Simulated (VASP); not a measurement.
# ZnCu (R-3m) in VASP: further runs

ZnCu is run at these levels: PBE; tasks: single point.

All numbers are computed with VASP 6.6.1; they aren't measurements. Logs are shortened: lines on timing, memory, paths and dates and some standing lists are left out, and cuts for length are marked.

## (1) The cell of the first run

The structure is trigonal, space group R-3m (No. 166). The conventional cell has a = 5.285 Å, b = 5.285 Å, c = 3.570 Å, α = 90.00°, β = 90.00°, γ = 120.00°. Zn (site symmetry -3m) has 2 Cu at 1.78 Å within 2.4 Å. Cu (site symmetry -3m) has 2 Zn at 1.78 Å within 2.4 Å.

## (2) Single point, PBE (14.39 Å³/atom)

INCAR

```
SYSTEM = ZnCu
  PREC = Accurate
  ENCUT = 520
  EDIFF = 1E-7
  ISMEAR = 0
  SIGMA = 0.15
  LREAL = .FALSE.
  LASPH = .TRUE.
  NELM = 80
  ALGO = Fast
  ISIF = 2
  LWAVE = .FALSE.
  LCHARG = .FALSE.
  GGA = PE
  NBANDS = 18
```

KPOINTS

```
Automatic mesh
0
G
  16 16 16
  0 0 0
```

POSCAR

```
ZnCu
1.0
    3.1781862795     -0.5586582584     -0.5586582584
   -0.5586582584      3.1781862795     -0.5586582584
   -0.5586582584     -0.5586582584      3.1781862795
Zn Cu
1 1
Direct
    0.5000000000      0.5000000000      0.5000000000
    0.0000000000      0.0000000000      0.0000000000
```

Potentials or basis: VASP PAW PBE potentials, release 64 (Zn, Cu).

Run with:

```console
> cat potpaw_PBE.64/Zn/POTCAR potpaw_PBE.64/Cu/POTCAR > POTCAR
> mpirun -np 1 vasp_std > vasp.out
```

OUTCAR:

```text
SYSTEM = ZnCu
   PREC = Accurate
   ENCUT = 520
   EDIFF = 1E-7
   ISMEAR = 0
   LREAL = .FALSE.
   LASPH = .TRUE.
   NELM = 80
   ISIF = 2
   GGA = PE

 ion  position               nearest neighbor table
   1  0.500  0.500  0.500-   2 1.78   2 1.78
   2  0.000  0.000  0.000-   1 1.78   1 1.78

  LATTYP: Found a trigonal (rhomboedric) cell.
 ALAT       =     3.2749146747
 COS(alpha) =    -0.3019972964

  Lattice vectors:

 A1 = (   3.1781862795,  -0.5586582584,  -0.5586582584)
 A2 = (  -0.5586582584,   3.1781862795,  -0.5586582584)
 A3 = (  -0.5586582584,  -0.5586582584,   3.1781862795)

Analysis of symmetry for initial positions (statically):
=====================================================================
 Subroutine PRICEL returns:
 Original cell was already a primitive cell.

 Routine SETGRP: Setting up the symmetry group for a
 trigonal (rhombohedral) supercell.

 Subroutine GETGRP returns: Found 12 space group operations
 (whereof 12 operations were pure point group operations)
 out of a pool of 12 trial point group operations.

The static configuration has the point symmetry D_3d.

Analysis of symmetry for dynamics (positions and initial velocities):
=====================================================================
 Subroutine PRICEL returns:
 Original cell was already a primitive cell.

 Routine SETGRP: Setting up the symmetry group for a
 trigonal (rhombohedral) supercell.

 Subroutine GETGRP returns: Found 12 space group operations
 (whereof 12 operations were pure point group operations)
 out of a pool of 12 trial point group operations.

The dynamic configuration has the point symmetry D_3d.

 Subroutine INISYM returns: Found 12 space group operations
 (whereof 12 operations are pure point group operations),
 and found     1 'primitive' translations

----------------------------------------------------------------------------------------

                                     Primitive cell

  volume of cell :      28.7780

  direct lattice vectors                    reciprocal lattice vectors
     3.178186280 -0.558658258 -0.558658258     0.340147647  0.072542187  0.072542187
    -0.558658258  3.178186280 -0.558658258     0.072542187  0.340147647  0.072542187
    -0.558658258 -0.558658258  3.178186280     0.072542187  0.072542187  0.340147647

  length of vectors
     3.274914675  3.274914675  3.274914675     0.355281803  0.355281803  0.355281803

  position of ions in fractional coordinates (direct lattice)
     0.500000000  0.500000000  0.500000000
     0.000000000  0.000000000  0.000000000

  ion indices of the primitive-cell ions
   primitive index   ion index
                 1           1
                 2           2

----------------------------------------------------------------------------------------

 KPOINTS: Automatic mesh

Automatic generation of k-mesh.
 Grid dimensions read from file:
 generate k-points for:   16   16   16

 Generating k-lattice:

  Cartesian coordinates                     Fractional coordinates (reciprocal lattice)
     0.021259228  0.004533887  0.004533887     0.062500000 -0.000000000  0.000000000
     0.004533887  0.021259228  0.004533887    -0.000000000  0.062500000  0.000000000
     0.004533887  0.004533887  0.021259228     0.000000000  0.000000000  0.062500000

  Length of vectors
     0.022205113  0.022205113  0.022205113

  Shift w.r.t. Gamma in fractional coordinates (k-lattice)
     0.000000000  0.000000000  0.000000000

 Subroutine IBZKPT returns following result:
 ===========================================

 Found    417 irreducible k-points:

 Following reciprocal coordinates:
            Coordinates               Weight
  0.000000  0.000000  0.000000      1.000000
  0.062500 -0.000000 -0.000000      6.000000
  0.125000 -0.000000 -0.000000      6.000000
  0.187500 -0.000000 -0.000000      6.000000
  0.250000 -0.000000 -0.000000      6.000000
  0.312500  0.000000  0.000000      6.000000
[... 16 lines left out ...]
 -0.125000  0.062500  0.000000     12.000000
 -0.062500  0.062500  0.000000      6.000000
 [... further k-points ...]
   k-points           NKPTS =    417   k-points in BZ     NKDIM =    417   number of bands    NBANDS=     18
   number of dos      NEDOS =    301   number of ions     NIONS =      2
   total plane-waves  NPLWV =  13824
   dimension x,y,z NGX =    24 NGY =   24 NGZ =   24
   dimension x,y,z NGXF=    48 NGYF=   48 NGZF=   48
   ions per type =               1   1
   NGX,Y,Z   is equivalent  to a cutoff of  12.18, 12.18, 12.18 a.u.
   NGXF,Y,Z  is equivalent  to a cutoff of  24.37, 24.37, 24.37 a.u.
 SYSTEM =  ZnCu
   PREC   = accura    normal or accurate (medium, high low for compatibility)
   ISTART =      0    job   : 0-new  1-cont  2-samecut
   ICHARG =      2    charge: 1-file 2-atom 10-const
   ISPIN  =      1    spin polarized calculation?
   LNONCOLLINEAR =      F non collinear calculations
   LSORBIT =      F    spin-orbit coupling
   LASPH  =      T    aspherical Exc in radial PAW
   ENCUT  =  520.0 eV  38.22 Ry    6.18 a.u.   6.09  6.09  6.09*2*pi/ulx,y,z
   NELM   =     80;   NELMIN=  2; NELMDL= -5     # of ELM steps
   EDIFF  = 0.1E-06   stopping-criterion for ELM
   LREAL  =      F    real-space projection
   EDIFFG = 0.1E-05   stopping-criterion for IOM
   NSW    =      0    number of steps for IOM
   IBRION =     -1    ionic relax: 0-MD 1-quasi-New 2-CG
   NFREE  =      0    steps in history (QN), initial steepest desc. (CG)
   ISIF   =      2    stress and relaxation
   ISYM   =      2    0-nonsym 1-usesym 2-fastsym
   POTIM  = 0.5000    time-step for ionic-motion
   TEBEG  =    0.0;   TEEND  =   0.0 temperature during run
   PSTRESS=    0.0 pullay stress
   NELECT =      23.0000    total number of electrons
   NUPDOWN=      -1.0000    fix difference up-down
   EMIN   =  10.00;   EMAX   =-10.00  energy-range for DOS
   EFERMI =   0.00;   METHOD = LEGACY
   ISMEAR =     0;   SIGMA  =   0.15  broadening in eV -4-tet -1-fermi 0-gaus
   EFERMI_NEDOS =   21; number of points for ismear=-14 and -15
   IALGO  =     68    algorithm
   IMIX   =      4    mixing-type and parameters
     AMIX     =   0.40;   BMIX     =  1.00
     AMIX_MAG =   1.60;   BMIX_MAG =  1.00
  volume/ion in A,a.u.               =      14.39        97.10
  Fermi-wavevector in a.u.,A,eV,Ry     =   1.519255  2.870975 31.404079  2.308135
  Thomas-Fermi vector in A             =   2.628265
   LORBIT       =      0    0 simple, 1 ext, 2 COOP (PROOUT), +10 PAW based schemes
   GGA     = PE    functional components
   LHFCALC =     F    Hartree Fock is set to
   AEXX    =    0.0000 exact exchange contribution
   IVDW    =     0    specifies the selected vdW correction
   LEPSILON=     F    determine dielectric tensor
   LRPA    =     F    only Hartree local field effects (RPA)
 non-spin polarized calculation
 RMM-DIIS sequential band-by-band and
 Gauss-broadening in eV      SIGMA  =   0.15
  energy-cutoff  :      520.00
  volume of cell :       28.78
 maximum number of plane-waves:       796
   NGX = 13   NGY = 13   NGZ = 13

 number of electron      23.0000046 magnetization

 Free energy of the ion-electron system (eV)
  ---------------------------------------------------
  ext. energy  EPLUGINS =         0.00000000
  ---------------------------------------------------
  free energy    TOTEN  =         1.31501299 eV

  energy without entropy =        1.32105087  energy(sigma->0) =        1.31803193

 E-fermi :   4.4233     XC(G=0): -11.4470

 val. band max:        4.4057608645   @ k =   0.3125   0.0625   0.0000
 cond. band min:       4.4332768248   @ k =  -0.3750   0.4375   0.0625
 fundamental gap:      0.0275159603
 Fermi energy:         4.4233489732

 k-point     1 :       0.0000    0.0000    0.0000
  band No.  band energies     occupation
      1      -5.9838      2.00000
      2      -4.4332      2.00000
      3      -4.4332      2.00000
      4      -4.2443      2.00000
      5      -3.1247      2.00000
      6      -3.1247      2.00000
[... 10 lines left out ...]
     17      17.8585      0.00000
     18      17.8600      0.00000

 k-point     2 :       0.0625   -0.0000   -0.0000
  band No.  band energies     occupation
      1      -5.9162      2.00000
      2      -4.4145      2.00000
      3      -4.4099      2.00000
      4      -4.1922      2.00000
      5      -3.1254      2.00000
      6      -3.1184      2.00000
[... 10 lines left out ...]
     17      18.3837      0.00000
     18      18.6581      0.00000

 k-point     3 :       0.1250   -0.0000   -0.0000
  band No.  band energies     occupation
      1      -5.7190      2.00000
      2      -4.3615      2.00000
      3      -4.3418      2.00000
      4      -4.0321      2.00000
      5      -3.1270      2.00000
      6      -3.0998      2.00000
[... 10 lines left out ...]
     17      18.2294      0.00000
     18      19.1663      0.00000

 k-point     4 :       0.1875   -0.0000   -0.0000
  band No.  band energies     occupation
      1      -5.4094      2.00000
      2      -4.2802      2.00000
      3      -4.2350      2.00000
      4      -3.7575      2.00000
      5      -3.1290      2.00000
      6      -3.0702      2.00000
[... 375 lines left out ...]
      4      -3.8189      2.00000
      5      -3.1428      2.00000
      6      -3.0736      2.00000
[... 10 lines left out ...]
     17      17.7637      0.00000
     18      18.7557      0.00000

 k-point    23 :      -0.1250    0.0625    0.0000
  band No.  band energies     occupation
      1      -5.8837      2.00000
      2      -4.4104      2.00000
      3      -4.3953      2.00000
      4      -4.0535      2.00000
      5      -3.1371      2.00000
      6      -3.1022      2.00000
[... 10 lines left out ...]
     17      17.7538      0.00000
     18      18.2094      0.00000

 k-point    24 :      -0.0625    0.0625    0.0000
  band No.  band energies     occupation
      1      -5.9659      2.00000
      2      -4.4313      2.00000
      3      -4.4251      2.00000
      4      -4.1764      2.00000
      5      -3.1308      2.00000
      6      -3.1169      2.00000
[... 10 lines left out ...]
     17      17.9171      0.00000
     18      18.2912      0.00000

 [... further k-points ...]

------------------------ aborting loop because EDIFF is reached ----------------------------------------

  FORCE on cell =-STRESS in cart. coord.  units (eV):
  Direction    XX          YY          ZZ          XY          YZ          ZX
  --------------------------------------------------------------------------------------
  -------------------------------------------------------------------------------------
  Total       14.6990999     14.6990999     14.6990999     15.9582417     15.9582417     15.9582417
  in kB      818.3530667    818.3530667    818.3530667    888.4541346    888.4541346    888.4541346
  external PRESSURE =     818.3530667 kB  Pullay stress =       0.0000000 kB

 VOLUME and BASIS-vectors are now :
 -----------------------------------------------------------------------------
  energy-cutoff  :      520.00
  volume of cell :       28.78
      direct lattice vectors                 reciprocal lattice vectors
     3.178186280 -0.558658258 -0.558658258     0.340147647  0.072542187  0.072542187
    -0.558658258  3.178186280 -0.558658258     0.072542187  0.340147647  0.072542187
    -0.558658258 -0.558658258  3.178186280     0.072542187  0.072542187  0.340147647

 POSITION                                       TOTAL-FORCE (eV/Angst)
 -----------------------------------------------------------------------------------
      1.03043      1.03043      1.03043        -0.000000      0.000000      0.000000
      0.00000      0.00000      0.00000         0.000000     -0.000000     -0.000000
 -----------------------------------------------------------------------------------
    total drift:                                0.000000      0.000000     -0.000000

  FREE ENERGIE OF THE ION-ELECTRON SYSTEM (eV)
  ---------------------------------------------------
  free  energy   TOTEN  =         1.3150129949 eV

  energy  without entropy=        1.3210508741  energy(sigma->0) =        1.31803193
```

It took 3.6 min on 1 thread of Oxide Virtual Turin-like, shared host; peak memory 0.29 GiB.

Results:

| Item | Value |
| --- | --- |
| Free energy | 1.3150 eV |
| Pressure | 81.8 GPa |
| Band gap on the k mesh | zero (an odd number of electrons rules out a gap without spin polarisation) |

Levels at points of the mesh, in eV from the Fermi level:
```csv
k point,band 8,band 9,band 10,band 11,band 12,band 13,band 14,band 15
"(0.00, 0.00, 0.00)",-3.06,-2.77,-2.77,-2.67,6.40,9.65,9.65,11.10
"(0.50, 0.00, 0.00)",-4.31,-4.17,-3.21,-3.15,-2.31,7.30,7.42,8.46
"(0.50, 0.50, 0.00)",-3.09,-2.83,-2.74,-2.67,-1.56,3.27,6.03,8.47
"(0.50, 0.50, 0.50)",-4.67,-2.95,-2.95,-0.19,1.29,3.21,3.21,3.53
```

Caveat: the cell stands under pressure.

[end of part 1 of 2]

The gap in the log of VASP goes by the Fermi energy; the results here count the filled bands.